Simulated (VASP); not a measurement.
# CuO (C2/c) in VASP: a series of runs, part 2 of 3

VASP 6.6.1.

## Step 4: Single point, PBE+D3(BJ)

This run uses another cell than the first one, of 10.13 Å³/atom.

Contents of INCAR:

```
SYSTEM = CuO
PREC     = Accurate       ! precision mode
ENCUT    = 520            ! plane-wave cutoff, eV
EDIFF    = 1E-6           ! SCF threshold, eV
ISMEAR   = -1             ! smearing method
SIGMA    = 0.05           ! smearing width, eV
LREAL    = .FALSE.        ! projectors in reciprocal space
LASPH    = .TRUE.         ! aspherical terms in the spheres
NELM     = 80             ! most SCF steps
ALGO     = Normal         ! electronic algorithm
ISIF     = 2              ! what is computed and relaxed
LWAVE    = .FALSE.        ! write WAVECAR
LCHARG   = .TRUE.         ! write CHGCAR
GGA      = PE             ! functional
IVDW     = 12             ! dispersion correction
LELF     = .TRUE.         ! ELF
LVHAR    = .TRUE.       
NBANDS   = 25             ! bands
```

Contents of KPOINTS:

```
regular mesh
0
G
  10 10 5
  0 0 0
```

Contents of POSCAR:

```
CuO
1.0
    2.3418500000     -1.7113000000      0.0000000000
    2.3418500000      1.7113000000      0.0000000000
   -0.8500274268      0.0000000000      5.0578693947
Cu O
2 2
Direct
    0.5000000000      0.0000000000      0.5000000000
    0.0000000000      0.5000000000      0.0000000000
    0.4184000000      0.5816000000      0.7500000000
    0.5816000000      0.4184000000      0.2500000000
```

Potentials or basis: VASP PAW PBE potentials, release 64 (Cu, O).

Launch:

```sh
cat potpaw_PBE.64/Cu/POTCAR potpaw_PBE.64/O/POTCAR > POTCAR
mpirun -np 1 vasp_std > vasp.out
```

OUTCAR:

```text
SYSTEM = CuO
   PREC = Accurate
   ENCUT = 520
   EDIFF = 1E-6
   ISMEAR = -1
   LREAL = .FALSE.
   LASPH = .TRUE.
   NELM = 80
   ISIF = 2
   GGA = PE
   IVDW = 12
 IVDW          = 12

 ion  position               nearest neighbor table
   1  0.500  0.000  0.500-   3 1.95   4 1.95   4 1.96   3 1.96
   2  0.000  0.500  0.000-   4 1.95   3 1.95   4 1.96   3 1.96
   3  0.418  0.582  0.750-   2 1.95   1 1.95   2 1.96   1 1.96
   4  0.582  0.418  0.250-   1 1.95   2 1.95   2 1.96   1 1.96

  LATTYP: Found a base centered monoclinic cell.
 ALAT       =     4.6837000000
 B/A-ratio  =     0.7307470589
 C/A-ratio  =     1.0950317057
 COS(beta)  =    -0.1657361228

  Lattice vectors:

 A1 = (   2.3418500000,  -1.7113000000,   0.0000000000)
 A2 = (   2.3418500000,   1.7113000000,   0.0000000000)
 A3 = (  -0.8500274268,   0.0000000000,   5.0578693947)

Analysis of symmetry for initial positions (statically):
=====================================================================
 Subroutine PRICEL returns:
 Original cell was already a primitive cell.

 Routine SETGRP: Setting up the symmetry group for a
 base centered monoclinic supercell.

 Subroutine GETGRP returns: Found  4 space group operations
 (whereof  2 operations were pure point group operations)
 out of a pool of  4 trial point group operations.

The static configuration has the point symmetry S_2 .
 The point group associated with its full space group is C_2h.

Analysis of symmetry for dynamics (positions and initial velocities):
=====================================================================
 Subroutine PRICEL returns:
 Original cell was already a primitive cell.

 Routine SETGRP: Setting up the symmetry group for a
 base centered monoclinic supercell.

 Subroutine GETGRP returns: Found  4 space group operations
 (whereof  2 operations were pure point group operations)
 out of a pool of  4 trial point group operations.

The dynamic configuration has the point symmetry S_2 .
 The point group associated with its full space group is C_2h.

 Subroutine INISYM returns: Found  4 space group operations
 (whereof  2 operations are pure point group operations),
 and found     1 'primitive' translations

----------------------------------------------------------------------------------------

                                     Primitive cell

  volume of cell :      40.5399

  direct lattice vectors                    reciprocal lattice vectors
     2.341850000 -1.711300000  0.000000000     0.213506416 -0.292175539  0.035881968
     2.341850000  1.711300000  0.000000000     0.213506416  0.292175539  0.035881968
    -0.850027427  0.000000000  5.057869395     0.000000000  0.000000000  0.197711709

  length of vectors
     2.900484289  2.900484289  5.128800000     0.363646877  0.363646877  0.197711709

  position of ions in fractional coordinates (direct lattice)
     0.500000000  0.000000000  0.500000000
     0.000000000  0.500000000  0.000000000
     0.418400000  0.581600000  0.750000000
     0.581600000  0.418400000  0.250000000

  ion indices of the primitive-cell ions
   primitive index   ion index
                 1           1
                 2           2
                 3           3
                 4           4

[... 25 lines left out ...]

 Following reciprocal coordinates:
            Coordinates               Weight
  0.000000  0.000000  0.000000      1.000000
  0.100000 -0.000000  0.000000      4.000000
  0.200000 -0.000000  0.000000      4.000000
  0.300000 -0.000000  0.000000      4.000000
  0.400000 -0.000000  0.000000      4.000000
  0.500000 -0.000000  0.000000      2.000000
[... 16 lines left out ...]
  0.300000  0.300000  0.000000      2.000000
  0.400000  0.300000  0.000000      4.000000
 [... further k-points ...]
   k-points           NKPTS =    141   k-points in BZ     NKDIM =    141   number of bands    NBANDS=     25
   number of dos      NEDOS =    301   number of ions     NIONS =      4
   total plane-waves  NPLWV =  23040
   dimension x,y,z NGX =    24 NGY =   24 NGZ =   40
   dimension x,y,z NGXF=    48 NGYF=   48 NGZF=   80
   ions per type =               2   2
   NGX,Y,Z   is equivalent  to a cutoff of  13.76, 13.76, 12.97 a.u.
   NGXF,Y,Z  is equivalent  to a cutoff of  27.51, 27.51, 25.93 a.u.
 SYSTEM =  CuO
   PREC   = accura    normal or accurate (medium, high low for compatibility)
   ISTART =      0    job   : 0-new  1-cont  2-samecut
   ICHARG =      2    charge: 1-file 2-atom 10-const
   ISPIN  =      1    spin polarized calculation?
   LNONCOLLINEAR =      F non collinear calculations
   LSORBIT =      F    spin-orbit coupling
   LASPH  =      T    aspherical Exc in radial PAW
   ENCUT  =  520.0 eV  38.22 Ry    6.18 a.u.   5.39  5.39  9.54*2*pi/ulx,y,z
   NELM   =     80;   NELMIN=  2; NELMDL= -5     # of ELM steps
   EDIFF  = 0.1E-05   stopping-criterion for ELM
   LREAL  =      F    real-space projection
   EDIFFG = 0.1E-04   stopping-criterion for IOM
   NSW    =      0    number of steps for IOM
   IBRION =     -1    ionic relax: 0-MD 1-quasi-New 2-CG
   NFREE  =      0    steps in history (QN), initial steepest desc. (CG)
   ISIF   =      2    stress and relaxation
   ISYM   =      2    0-nonsym 1-usesym 2-fastsym
   POTIM  = 0.5000    time-step for ionic-motion
   TEBEG  =    0.0;   TEEND  =   0.0 temperature during run
   PSTRESS=    0.0 pullay stress
   NELECT =      34.0000    total number of electrons
   NUPDOWN=      -1.0000    fix difference up-down
   EMIN   =  10.00;   EMAX   =-10.00  energy-range for DOS
   EFERMI =   0.00;   METHOD = LEGACY
   ISMEAR =    -1;   SIGMA  =   0.05  broadening in eV -4-tet -1-fermi 0-gaus
   EFERMI_NEDOS =   21; number of points for ismear=-14 and -15
   IALGO  =     38    algorithm
   IMIX   =      4    mixing-type and parameters
     AMIX     =   0.40;   BMIX     =  1.00
     AMIX_MAG =   1.60;   BMIX_MAG =  1.00
  volume/ion in A,a.u.               =      10.13        68.39
  Fermi-wavevector in a.u.,A,eV,Ry     =   1.543856  2.917465 32.429379  2.383492
  Thomas-Fermi vector in A             =   2.649460
   LORBIT       =      0    0 simple, 1 ext, 2 COOP (PROOUT), +10 PAW based schemes
   GGA     = PE    functional components
   LHFCALC =     F    Hartree Fock is set to
   AEXX    =    0.0000 exact exchange contribution
   IVDW    =    12    specifies the selected vdW correction
   LEPSILON=     F    determine dielectric tensor
   LRPA    =     F    only Hartree local field effects (RPA)
 non-spin polarized calculation
  energy-cutoff  :      520.00
  volume of cell :       40.54
 maximum number of plane-waves:      1129
 NGX is ok and might be reduce to    24
   NGX = 11   NGY = 11   NGZ = 19

 number of electron      34.0000001 magnetization

 Free energy of the ion-electron system (eV)
  ---------------------------------------------------
  ext. energy  EPLUGINS =         0.00000000
  ---------------------------------------------------
  free energy    TOTEN  =       -19.53132487 eV

  energy without entropy =      -19.51201979  energy(sigma->0) =      -19.52167233

 E-fermi :   5.7188     XC(G=0): -11.9151

 val. band max:        5.7046903732   @ k =  -0.4000   0.2000   0.4000
 cond. band min:       5.7231193468   @ k =   0.5000   0.2000   0.4000
 fundamental gap:      0.0184289736
 Fermi energy:         5.7188155866

 k-point     1 :       0.0000    0.0000    0.0000
  band No.  band energies     occupation
      1     -14.2138      2.00000
      2     -12.8874      2.00000
      3      -2.4333      2.00000
      4       0.1584      2.00000
      5       0.5546      2.00000
      6       2.4023      2.00000
[... 661 lines left out ...]
     24      19.0987      0.00000
     25      20.1583      0.00000

 [... further k-points ...]

------------------------ aborting loop because EDIFF is reached ----------------------------------------

 Edisp (eV)   -1.13017

 E8    (eV) :    -0.4330

  FORCE on cell =-STRESS in cart. coord.  units (eV):
  Direction    XX          YY          ZZ          XY          YZ          ZX
  --------------------------------------------------------------------------------------
  -------------------------------------------------------------------------------------
  Total       0.44380     0.71375     0.31225     0.00000     0.00000    -0.30950
  in kB      17.53924    28.20819    12.34050     0.00000     0.00000   -12.23173
  external pressure =       19.36 kB  Pullay stress =        0.00 kB

 VOLUME and BASIS-vectors are now :
 -----------------------------------------------------------------------------
  energy-cutoff  :      520.00
  volume of cell :       40.54
      direct lattice vectors                 reciprocal lattice vectors
     2.341850000 -1.711300000  0.000000000     0.213506416 -0.292175539  0.035881968
     2.341850000  1.711300000  0.000000000     0.213506416  0.292175539  0.035881968
    -0.850027427  0.000000000  5.057869395     0.000000000  0.000000000  0.197711709

 POSITION                                       TOTAL-FORCE (eV/Angst)
 -----------------------------------------------------------------------------------
      0.74591     -0.85565      2.52893         0.000000     -0.000000      0.000000
      1.17092      0.85565      0.00000         0.000000      0.000000      0.000000
      1.70433      0.27928      3.79340         0.000000     -0.219861     -0.000000
      2.12934     -0.27928      1.26447        -0.000000      0.219861      0.000000
 -----------------------------------------------------------------------------------
    total drift:                                0.000000      0.000000     -0.000000

  FREE ENERGIE OF THE ION-ELECTRON SYSTEM (eV)
  ---------------------------------------------------
  free  energy   TOTEN  =       -20.6614940465 eV

  energy  without entropy=      -20.6421889718  energy(sigma->0) =      -20.65184151
```

It took 3.3 min on 1 thread of Intel Xeon 8259CL, shared host; peak memory 0.26 GiB.

What came out:

```yaml
Free_energy: -20.6615 eV
Pressure: 1.9 GPa
Largest_force: 0.220 eV/Å
Band_gap_on_the_k_mesh: zero (bands 17 and 18 overlap by 0.60 eV)
Dispersion_energy_per_atom: -0.283 eV
```

Forces in eV/Å, atoms in the order of the input:
```
Cu   0.000  0.000  0.000
Cu   0.000  0.000  0.000
O    0.000 -0.220  0.000
O    0.000  0.220  0.000
```

Stress tensor (GPa, compression positive):
```
 1.75  0.00 -1.22
 0.00  2.82  0.00
-1.22  0.00  1.23
```

Levels at points of the mesh, in eV from the Fermi level:
| k point | band 14 | band 15 | band 16 | band 17 | band 18 | band 19 | band 20 | band 21 |
| --- | --- | --- | --- | --- | --- | --- | --- | --- |
| (0.00, 0.00, 0.00) | -2.23 | -2.17 | -1.67 | 0.21 | 0.94 | 1.73 | 6.05 | 8.17 |
| (0.50, 0.00, 0.00) | -1.61 | -1.51 | -1.42 | 0.01 | 0.26 | 4.88 | 6.33 | 6.97 |
| (0.50, 0.50, 0.00) | -2.13 | -1.67 | -1.23 | -0.66 | 1.07 | 3.36 | 7.12 | 8.53 |

Caveat: semilocal functionals often make such compounds metallic where correlation or magnetic order opens a gap, which also shifts bond lengths.

## Step 5: Single point, PBE+D3(BJ)

This run uses another cell than the first one, of 10.34 Å³/atom.

Contents of INCAR:

```
PREC     = Accurate       # precision mode
ENCUT    = 520            # plane-wave cutoff, eV
EDIFF    = 1E-6           # SCF threshold, eV
ISMEAR   = -1             # smearing method
SIGMA    = 0.05           # smearing width, eV
LREAL    = False          # projectors in reciprocal space
LASPH    = True           # aspherical terms in the spheres
NELM     = 100            # most SCF steps
ALGO     = Normal         # electronic algorithm
ISIF     = 2              # what is computed and relaxed
LWAVE    = False          # write WAVECAR
LCHARG   = True           # write CHGCAR
GGA      = PE             # functional
IVDW     = 12             # dispersion correction
LELF     = True           # ELF
LVHAR    = True         
NBANDS   = 25             # bands
```

Contents of KPOINTS:

```
regular mesh
0
Gamma
  10 10 5
```

Contents of POSCAR:

```
CuO
1.0
    2.3573593924     -1.7226334429      0.0000000000
    2.3573593924      1.7226334429      0.0000000000
   -0.8556569116      0.0000000000      5.0913661947
Cu O
2 2
Direct
    0.5000000000      0.0000000000      0.5000000000
    0.0000000000      0.5000000000      0.0000000000
    0.4184000000      0.5816000000      0.7500000000
    0.5816000000      0.4184000000      0.2500000000
```

Launch:

```sh
cat potpaw_PBE.64/Cu/POTCAR potpaw_PBE.64/O/POTCAR > POTCAR
mpirun -np 1 vasp_std > vasp.out
```

Run time: 3.3 min. Hardware: 1 thread of Intel Xeon 8259CL, shared host; peak memory 0.26 GiB.

It converged, with:

* Free energy: -20.6632 eV
* Pressure: -1.5 GPa
* Largest force: 0.281 eV/Å
* Band gap on the k mesh: zero (bands 17 and 18 overlap by 0.60 eV)
* Dispersion energy per atom: -0.277 eV

Forces on the atoms (eV/Å):
```
Cu   0.000  0.000  0.000
Cu   0.000  0.000  0.000
O    0.000 -0.281  0.000
O    0.000  0.281  0.000
```

Stress tensor (GPa, compression positive):
```
-1.85  0.00 -0.75
 0.00  0.17  0.00
-0.75  0.00 -2.81
```

Levels at points of the mesh, in eV from the Fermi level:
```csv
k point,band 13,band 14,band 15,band 16,band 17,band 18,band 19,band 20,band 21,band 22
"(0.00, 0.00, 0.00)",-2.33,-2.17,-2.11,-1.63,0.21,0.92,1.66,6.03,8.06,13.31
"(0.50, 0.00, 0.00)",-2.01,-1.57,-1.47,-1.39,0.00,0.26,4.89,6.25,6.88,11.03
"(0.50, 0.50, 0.00)",-2.09,-2.08,-1.65,-1.20,-0.64,1.05,3.42,7.04,8.50,9.89
```

Caveat: semilocal functionals often make such compounds metallic where correlation or magnetic order opens a gap, which also shifts bond lengths.

(Part 2 of 3 ends here.)
